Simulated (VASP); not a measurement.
# GaB5 (P6/mmm) in VASP: notebook

The runs below take GaB5 through single point, relaxation of cell and atoms, with PBE.

Program: VASP 6.6.1. These are calculated values, not measurements. Logs are shortened: lines on timing, memory, paths and dates and some standing lists are left out, and cuts for length are marked.

### 1 The cell of the first run

It takes space group P6/mmm (No. 191, hexagonal). Conventional cell: a = 3.576 Å, b = 3.576 Å, c = 4.526 Å, α = 90.00°, β = 90.00°, γ = 120.00°. Within 2.7 Å of Ga (site symmetry 6/mmm) lie 8 B at 2.06 to 2.26 Å. B (site symmetry -6m2) has 8 B at 2.06 to 2.26 Å within 2.7 Å. Within 2.7 Å of B (site symmetry -6m2) lie 5 B at 2.06 to 2.26 Å and 3 Ga at 2.06 Å. B (site symmetry 6/mmm) has 6 B at 2.06 Å and 2 Ga at 2.26 Å within 2.7 Å.

### 2 Single point, PBE

File INCAR:

```
PREC = Accurate
ENCUT = 520
EDIFF = 1E-6
ISMEAR = 0
SIGMA = 0.1
LREAL = F
LASPH = T
NELM = 100
ALGO = Normal
ISIF = 2
LWAVE = F
LCHARG = F
GGA = PE
NBANDS = 23
```

File KPOINTS:

```
regular mesh
0
Gamma
  12 12 10
```

File POSCAR:

```
GaB5
1.0
    3.5761256581      0.0000000000      0.0000000000
   -1.7880628290      3.0970156670      0.0000000000
    0.0000000000      0.0000000000      4.5263635606
Ga B
1 5
Direct
    0.0000000000      0.0000000000      0.0000000000
    0.3333333333      0.6666666667      0.5000000000
    0.6666666667      0.3333333333      0.5000000000
    0.3333333333      0.6666666667      0.0000000000
    0.6666666667      0.3333333333      0.0000000000
    0.0000000000      0.0000000000      0.5000000000
```

Potentials or basis: VASP PAW PBE potentials, release 64 (Ga_d, B).

Command:

```bash
$ cat potpaw_PBE.64/Ga_d/POTCAR potpaw_PBE.64/B/POTCAR > POTCAR
$ mpirun -np 1 vasp_std > vasp.out
```

OUTCAR:

```text
PREC = Accurate
   ENCUT = 520
   EDIFF = 1E-6
   ISMEAR = 0
   LREAL = F
   LASPH = T
   NELM = 100
   ISIF = 2
   GGA = PE

 ion  position               nearest neighbor table
   1  0.000  0.000  0.000-   4 2.06   5 2.06   4 2.06   5 2.06   5 2.06   4 2.06   6 2.26   6 2.26

   2  0.333  0.667  0.500-   3 2.06   6 2.06   3 2.06   6 2.06   6 2.06   3 2.06
   3  0.667  0.333  0.500-   2 2.06   6 2.06   2 2.06   6 2.06   6 2.06   2 2.06
   4  0.333  0.667  0.000-   5 2.06   1 2.06   5 2.06   1 2.06   1 2.06   5 2.06
   5  0.667  0.333  0.000-   4 2.06   1 2.06   4 2.06   1 2.06   1 2.06   4 2.06
   6  0.000  0.000  0.500-   2 2.06   3 2.06   2 2.06   3 2.06   3 2.06   2 2.06   1 2.26   1 2.26

  LATTYP: Found a hexagonal cell.
 ALAT       =     3.5761256581
 C/A-ratio  =     1.2657171457

  Lattice vectors:

 A1 = (   3.5761256581,   0.0000000000,   0.0000000000)
 A2 = (  -1.7880628290,   3.0970156670,   0.0000000000)
 A3 = (   0.0000000000,   0.0000000000,   4.5263635606)

Analysis of symmetry for initial positions (statically):
=====================================================================
 Subroutine PRICEL returns:
 Original cell was already a primitive cell.

 Routine SETGRP: Setting up the symmetry group for a
 hexagonal supercell.

 Subroutine GETGRP returns: Found 24 space group operations
 (whereof 24 operations were pure point group operations)
 out of a pool of 24 trial point group operations.

The static configuration has the point symmetry D_6h.

Analysis of symmetry for dynamics (positions and initial velocities):
=====================================================================
 Subroutine PRICEL returns:
 Original cell was already a primitive cell.

 Routine SETGRP: Setting up the symmetry group for a
 hexagonal supercell.

 Subroutine GETGRP returns: Found 24 space group operations
 (whereof 24 operations were pure point group operations)
 out of a pool of 24 trial point group operations.

The dynamic configuration has the point symmetry D_6h.

 Subroutine INISYM returns: Found 24 space group operations
 (whereof 24 operations are pure point group operations),
 and found     1 'primitive' translations

----------------------------------------------------------------------------------------

                                     Primitive cell

  volume of cell :      50.1309

  direct lattice vectors                    reciprocal lattice vectors
     3.576125658  0.000000000  0.000000000     0.279632232  0.161445744  0.000000000
    -1.788062829  3.097015667  0.000000000     0.000000000  0.322891489  0.000000000
     0.000000000  0.000000000  4.526363561     0.000000000  0.000000000  0.220927901

  length of vectors
     3.576125658  3.576125658  4.526363561     0.322891489  0.322891489  0.220927901

  position of ions in fractional coordinates (direct lattice)
     0.000000000  0.000000000  0.000000000
     0.333333333  0.666666667  0.500000000
     0.666666667  0.333333333  0.500000000
     0.333333333  0.666666667  0.000000000
     0.666666667  0.333333333  0.000000000
     0.000000000  0.000000000  0.500000000

  ion indices of the primitive-cell ions
   primitive index   ion index
                 1           1
                 2           2
                 3           3
                 4           4
                 5           5
                 6           6

----------------------------------------------------------------------------------------

 KPOINTS: regular mesh

Automatic generation of k-mesh.
 Grid dimensions read from file:
 generate k-points for:   12   12   10

 Generating k-lattice:

  Cartesian coordinates                     Fractional coordinates (reciprocal lattice)
     0.023302686  0.013453812  0.000000000     0.083333333  0.000000000  0.000000000
     0.000000000  0.026907624  0.000000000     0.000000000  0.083333333  0.000000000
     0.000000000  0.000000000  0.022092790     0.000000000  0.000000000  0.100000000

  Length of vectors
     0.026907624  0.026907624  0.022092790

  Shift w.r.t. Gamma in fractional coordinates (k-lattice)
     0.000000000  0.000000000  0.000000000

 Subroutine IBZKPT returns following result:
 ===========================================

 Found    114 irreducible k-points:

 Following reciprocal coordinates:
            Coordinates               Weight
  0.000000  0.000000  0.000000      1.000000
  0.083333 -0.000000  0.000000      6.000000
  0.166667 -0.000000  0.000000      6.000000
  0.250000 -0.000000  0.000000      6.000000
  0.333333 -0.000000  0.000000      6.000000
  0.416667 -0.000000  0.000000      6.000000
[... 16 lines left out ...]
  0.250000 -0.000000  0.100000     12.000000
  0.333333 -0.000000  0.100000     12.000000
 [... further k-points ...]
   k-points           NKPTS =    114   k-points in BZ     NKDIM =    114   number of bands    NBANDS=     23
   number of dos      NEDOS =    301   number of ions     NIONS =      6
   total plane-waves  NPLWV =  28224
   dimension x,y,z NGX =    28 NGY =   28 NGZ =   36
   dimension x,y,z NGXF=    56 NGYF=   56 NGZF=   72
   ions per type =               1   5
   NGX,Y,Z   is equivalent  to a cutoff of  13.02, 13.02, 13.22 a.u.
   NGXF,Y,Z  is equivalent  to a cutoff of  26.03, 26.03, 26.44 a.u.
 SYSTEM =  unknown system
   PREC   = accura    normal or accurate (medium, high low for compatibility)
   ISTART =      0    job   : 0-new  1-cont  2-samecut
   ICHARG =      2    charge: 1-file 2-atom 10-const
   ISPIN  =      1    spin polarized calculation?
   LNONCOLLINEAR =      F non collinear calculations
   LSORBIT =      F    spin-orbit coupling
   LASPH  =      T    aspherical Exc in radial PAW
   ENCUT  =  520.0 eV  38.22 Ry    6.18 a.u.   6.65  6.65  8.42*2*pi/ulx,y,z
   NELM   =    100;   NELMIN=  2; NELMDL= -5     # of ELM steps
   EDIFF  = 0.1E-05   stopping-criterion for ELM
   LREAL  =      F    real-space projection
   EDIFFG = 0.1E-04   stopping-criterion for IOM
   NSW    =      0    number of steps for IOM
   IBRION =     -1    ionic relax: 0-MD 1-quasi-New 2-CG
   NFREE  =      0    steps in history (QN), initial steepest desc. (CG)
   ISIF   =      2    stress and relaxation
   ISYM   =      2    0-nonsym 1-usesym 2-fastsym
   POTIM  = 0.5000    time-step for ionic-motion
   TEBEG  =    0.0;   TEEND  =   0.0 temperature during run
   PSTRESS=    0.0 pullay stress
   NELECT =      28.0000    total number of electrons
   NUPDOWN=      -1.0000    fix difference up-down
   EMIN   =  10.00;   EMAX   =-10.00  energy-range for DOS
   EFERMI =   0.00;   METHOD = LEGACY
   ISMEAR =     0;   SIGMA  =   0.10  broadening in eV -4-tet -1-fermi 0-gaus
   EFERMI_NEDOS =   21; number of points for ismear=-14 and -15
   IALGO  =     38    algorithm
   IMIX   =      4    mixing-type and parameters
     AMIX     =   0.40;   BMIX     =  1.00
     AMIX_MAG =   1.60;   BMIX_MAG =  1.00
  volume/ion in A,a.u.               =       8.36        56.38
  Fermi-wavevector in a.u.,A,eV,Ry     =   1.348214  2.547756 24.731067  1.817682
  Thomas-Fermi vector in A             =   2.475902
   LORBIT       =      0    0 simple, 1 ext, 2 COOP (PROOUT), +10 PAW based schemes
   GGA     = PE    functional components
   LHFCALC =     F    Hartree Fock is set to
   AEXX    =    0.0000 exact exchange contribution
   IVDW    =     0    specifies the selected vdW correction
   LEPSILON=     F    determine dielectric tensor
   LRPA    =     F    only Hartree local field effects (RPA)
 non-spin polarized calculation
 Gauss-broadening in eV      SIGMA  =   0.10
  energy-cutoff  :      520.00
  volume of cell :       50.13
 maximum number of plane-waves:      1397
 NGX is ok and might be reduce to    28

 number of electron      27.9999993 magnetization

 Free energy of the ion-electron system (eV)
  ---------------------------------------------------
  ext. energy  EPLUGINS =         0.00000000
  ---------------------------------------------------
  free energy    TOTEN  =       -27.69917428 eV

  energy without entropy =      -27.68630195  energy(sigma->0) =      -27.69273812

 E-fermi :   7.4748     XC(G=0): -12.2334

 val. band max:        7.4710814028   @ k =   0.2500   0.1667   0.2000
 cond. band min:       7.4842280598   @ k =   0.0833   0.0833   0.5000
 fundamental gap:      0.0131466569
 Fermi energy:         7.4747549309

 k-point     1 :       0.0000    0.0000    0.0000
  band No.  band energies     occupation
      1      -8.3291      2.00000
      2      -8.0980      2.00000
      3      -8.0980      2.00000
      4      -7.7229      2.00000
      5      -7.7229      2.00000
      6      -7.6375      2.00000
[... 15 lines left out ...]
     22      13.8884      0.00000
     23      16.6012      0.00000

 k-point     2 :       0.0833   -0.0000    0.0000
  band No.  band energies     occupation
      1      -8.2848      2.00000
      2      -8.0967      2.00000
      3      -8.0850      2.00000
      4      -7.7289      2.00000
      5      -7.7237      2.00000
      6      -7.5815      2.00000
[... 15 lines left out ...]
     22      13.9225      0.00000
     23      16.8305      0.00000

 k-point     3 :       0.1667   -0.0000    0.0000
  band No.  band energies     occupation
      1      -8.1961      2.00000
      2      -8.0815      2.00000
      3      -8.0488      2.00000
      4      -7.7448      2.00000
      5      -7.7259      2.00000
      6      -7.3826      2.00000
[... 15 lines left out ...]
     22      14.4318      0.00000
     23      16.6876      0.00000
[... 495 lines left out ...]
 k-point    23 :       0.2500   -0.0000    0.1000
  band No.  band energies     occupation
      1      -8.1567      2.00000
      2      -8.0223      2.00000
      3      -7.9979      2.00000
      4      -7.7697      2.00000
      5      -7.7298      2.00000
      6      -6.9148      2.00000
[... 15 lines left out ...]
     22      15.2026      0.00000
     23      16.2282      0.00000

 k-point    24 :       0.3333   -0.0000    0.1000
  band No.  band energies     occupation
      1      -8.1556      2.00000
      2      -7.9592      2.00000
      3      -7.9455      2.00000
      4      -7.7897      2.00000
      5      -7.7329      2.00000
      6      -6.2922      2.00000
[... 15 lines left out ...]
     22      15.7184      0.00000
     23      16.2244      0.00000

 [... further k-points ...]
[... 5 lines left out ...]
  --------------------------------------------------------------------------------------
  -------------------------------------------------------------------------------------
  Total        0.0042668      0.0042668      0.0515580      0.0000000      0.0000000      0.0000000
  in kB        0.1363653      0.1363653      1.6477877      0.0000000      0.0000000      0.0000000
  external PRESSURE =       0.6401728 kB  Pullay stress =       0.0000000 kB

 VOLUME and BASIS-vectors are now :
 -----------------------------------------------------------------------------
  energy-cutoff  :      520.00
  volume of cell :       50.13
      direct lattice vectors                 reciprocal lattice vectors
     3.576125658  0.000000000  0.000000000     0.279632232  0.161445744  0.000000000
    -1.788062829  3.097015667  0.000000000     0.000000000  0.322891489  0.000000000
     0.000000000  0.000000000  4.526363561     0.000000000  0.000000000  0.220927901

 POSITION                                       TOTAL-FORCE (eV/Angst)
 -----------------------------------------------------------------------------------
      0.00000      0.00000      0.00000         0.000000      0.000000     -0.000000
     -0.00000      2.06468      2.26318         0.000000      0.000000     -0.000000
      1.78806      1.03234      2.26318         0.000000      0.000000     -0.000000
     -0.00000      2.06468      0.00000         0.000000     -0.000000     -0.000000
      1.78806      1.03234      0.00000        -0.000000      0.000000      0.000000
      0.00000      0.00000      2.26318         0.000000      0.000000     -0.000000
 -----------------------------------------------------------------------------------
    total drift:                               -0.000000      0.000000      0.000000

  FREE ENERGIE OF THE ION-ELECTRON SYSTEM (eV)
  ---------------------------------------------------
  free  energy   TOTEN  =       -27.6991742844 eV

  energy  without entropy=      -27.6863019490  energy(sigma->0) =      -27.69273812
```

Wall time 1.8 min (1 thread of Intel Xeon Platinum 8488C (Sapphire Rapids), shared host); peak memory 0.25 GiB.

Results:

- Free energy: -27.6992 eV
- Pressure: 0.1 GPa
- Band gap on the k mesh: zero (band 14 reaches 8.72 eV, above the bottom of band 15 at 6.32 eV)

Levels at points of the mesh, in eV from the Fermi level:
```csv
k point,band 12,band 13,band 14,band 15,band 16,band 17
"(0.00, 0.00, 0.00)",-2.71,-0.35,-0.04,-0.04,0.66,1.06
"(0.50, 0.00, 0.00)",-4.36,-3.48,-3.37,0.29,2.89,6.64
"(0.00, 0.00, 0.50)",-1.76,-1.76,-1.17,-1.16,-0.54,-0.54
"(0.50, 0.00, 0.50)",-2.45,-2.04,1.22,1.35,1.56,2.45
```

### 3 Relaxation of cell and atoms, PBE

This run uses another cell than the first one, of the same volume but with other edges.

File INCAR:

```
  PREC = Accurate
  ENCUT = 600
  EDIFF = 1E-7
  ISMEAR = 0
  SIGMA = 0.1
  LREAL = False
  LASPH = True
  NELM = 100
  ALGO = Normal
  ISIF = 3
  LWAVE = False
  LCHARG = False
  GGA = PE
  IBRION = 2
  NSW = 100
  EDIFFG = -0.01
```

File KPOINTS:

```
Automatic mesh
0
Gamma
  12 12 10
```

POSCAR: that of step 2 with these lines changed.

```diff
@@ -2,5 +2,5 @@
 1.0
-    3.5761256581      0.0000000000      0.0000000000
-   -1.7880628290      3.0970156670      0.0000000000
-    0.0000000000      0.0000000000      4.5263635606
+    3.6719709076      0.0000000000      0.0000000000
+   -1.8359854538      3.1800200879      0.0000000000
+    0.0000000000      0.0000000000      4.3011145324
 Ga B
```

Potentials or basis: VASP PAW PBE potentials, release 64 (Ga_d, B).

Command:

```bash
$ cat potpaw_PBE.64/Ga_d/POTCAR potpaw_PBE.64/B/POTCAR > POTCAR
$ mpirun -np 1 vasp_std > vasp.out
```

Run time: 8.7 min. Hardware: 1 thread of Intel Xeon Platinum 8488C (Sapphire Rapids), shared host; peak memory 0.26 GiB.

The run converged. Its results:

```yaml
Free_energy: -27.7026 eV
Relaxed_volume: 8.36 Å³/atom
Relaxed_cell: a = 3.577 Å, b = 3.577 Å, c = 4.526 Å, α = 90.00°, β = 90.00°, γ = 120.00°
Space_group_after_relaxing_to_0.05_Å: P6/mmm (No. 191)
Energy_gained_by_relaxing: 11.9 meV/atom
Ionic_steps: 7
Pressure_after_relaxing: 0.0 GPa
Band_gap_on_the_k_mesh: zero (band 14 reaches 8.72 eV, above the bottom of band 15 at 6.32 eV)
```

Stress tensor (GPa, compression positive):
```
-0.10  0.00  0.00
 0.00 -0.10  0.00
 0.00  0.00  0.09
```

Step by step:
| step | energy change (eV) | largest force (eV/Å) | pressure (GPa) | volume (Å³) |
| --- | --- | --- | --- | --- |
| 1 | 0.0000 | 0.0000 | -1.18 | 50.22 |
| 2 | -0.0459 | 0.0000 | 0.51 | 49.77 |
| 3 | -0.0525 | 0.0000 | 1.31 | 49.57 |
| 4 | -0.0586 | 0.0000 | 3.11 | 49.17 |
| 5 | -0.0707 | 0.0000 | -0.92 | 50.40 |
| 6 | -0.0712 | 0.0000 | -0.28 | 50.19 |
| 7 | -0.0715 | 0.0000 | -0.04 | 50.14 |

Final structure:
```yaml
crystal:
  lattice:
    - [3.57663, 0.00000, 0.00000]
    - [-1.78832, 3.09746, 0.00000]
    - [0.00000, 0.00000, 4.52626]
  atoms:
    - { symbol: Ga, position: [0.00000, 0.00000, 0.00000] }
    - { symbol: B, position: [0.33333, 0.66667, 0.50000] }
    - { symbol: B, position: [0.66667, 0.33333, 0.50000] }
    - { symbol: B, position: [0.33333, 0.66667, 0.00000] }
    - { symbol: B, position: [0.66667, 0.33333, 0.00000] }
    - { symbol: B, position: [0.00000, 0.00000, 0.50000] }
```

Levels at points of the mesh, in eV from the Fermi level:
```csv
k point,band 11,band 12,band 13,band 14,band 15,band 16,band 17,band 18
"(0.00, 0.00, 0.00)",-2.71,-2.71,-0.35,-0.04,-0.04,0.65,1.06,1.06
"(0.50, 0.00, 0.00)",-4.38,-4.36,-3.48,-3.37,0.28,2.89,6.64,6.70
"(0.00, 0.00, 0.50)",-1.77,-1.76,-1.76,-1.17,-1.15,-0.54,-0.54,0.24
"(0.50, 0.00, 0.50)",-5.36,-2.45,-2.04,1.22,1.35,1.56,2.45,7.03
```

### 4 Single point, PBE

This run uses another cell than the first one, of 8.67 Å³/atom, 1.038 times its volume.

File INCAR:

```
PREC = Accurate
ENCUT = 520
EDIFF = 1E-6
ISMEAR = 0
SIGMA = 0.1
LREAL = F
LASPH = T
NELM = 100
ALGO = Normal
ISIF = 2
LWAVE = F
LCHARG = F
GGA = PE
NBANDS = 23
```

File KPOINTS:

```
Automatic mesh
0
Gamma
  6 6 4
```

File POSCAR:

```
GaB5
1.0
    3.4867600000      0.0000000000      0.0000000000
   -1.7433800000      3.0196227300      0.0000000000
    0.0000000000      0.0000000000      4.9424742000
Ga B
1 5
Direct
    0.0000000000      0.0000000000      0.0000000000
    0.3333333300      0.6666666700      0.5000000000
    0.6666666700      0.3333333300      0.5000000000
    0.3333333300      0.6666666700      0.0000000000
    0.6666666700      0.3333333300      0.0000000000
    0.0000000000      0.0000000000      0.5000000000
```

Command:

```bash
$ cat potpaw_PBE.64/Ga_d/POTCAR potpaw_PBE.64/B/POTCAR > POTCAR
$ mpirun -np 1 vasp_std > vasp.out
```

It took 21 s on 1 thread of Intel Xeon Platinum 8488C (Sapphire Rapids), shared host; peak memory 0.18 GiB.

It converged, with:

```
Free energy            : -27.3621 eV
Pressure               : 0.1 GPa
Band gap on the k mesh : zero (band 14 reaches 7.84 eV, above the bottom of band 15 at 5.33 eV)
```

Stress tensor (GPa, compression positive):
```
 4.12  0.00  0.00
 0.00  4.12  0.00
 0.00  0.00 -7.84
```

Levels at points of the mesh, in eV from the Fermi level:
| k point | band 12 | band 13 | band 14 | band 15 | band 16 | band 17 |
| --- | --- | --- | --- | --- | --- | --- |
| (0.00, 0.00, 0.00) | -2.57 | -1.05 | -1.05 | 0.12 | 0.12 | 0.70 |
| (0.50, 0.00, 0.00) | -4.32 | -4.29 | -2.66 | 0.93 | 1.88 | 5.45 |
| (0.00, 0.00, 0.50) | -2.09 | -2.09 | -2.05 | -2.05 | -0.72 | -0.72 |
| (0.50, 0.00, 0.50) | -1.91 | -1.45 | -0.15 | 0.09 | 0.12 | 0.88 |

### 5 The runs side by side

```csv
task,cell,k mesh,cutoff (eV),gap on the mesh (eV),pressure (GPa)
single point,"a = 3.576, b = 3.576, c = 4.526 Å, angles 90.0, 90.0, 120.0°, 6 atoms",12 × 12 × 10,520,none,0.1
relaxation of cell and atoms,"relaxed from a = 3.672, b = 3.672, c = 4.301 Å, angles 90.0, 90.0, 120.0°, 6 atoms",12 × 12 × 10,600,none,0.0
single point,"a = 3.487, b = 3.487, c = 4.942 Å, angles 90.0, 90.0, 120.0°, 6 atoms",6 × 6 × 4,520,none,0.1
```

Alike in all rows: level PBE; potentials or basis VASP PAW PBE potentials, release 64 (Ga_d, B); no spin polarisation; smearing gaussian 0.1 eV.

Total energies depend on the potentials used, so only differences within one code and one set of settings carry meaning.
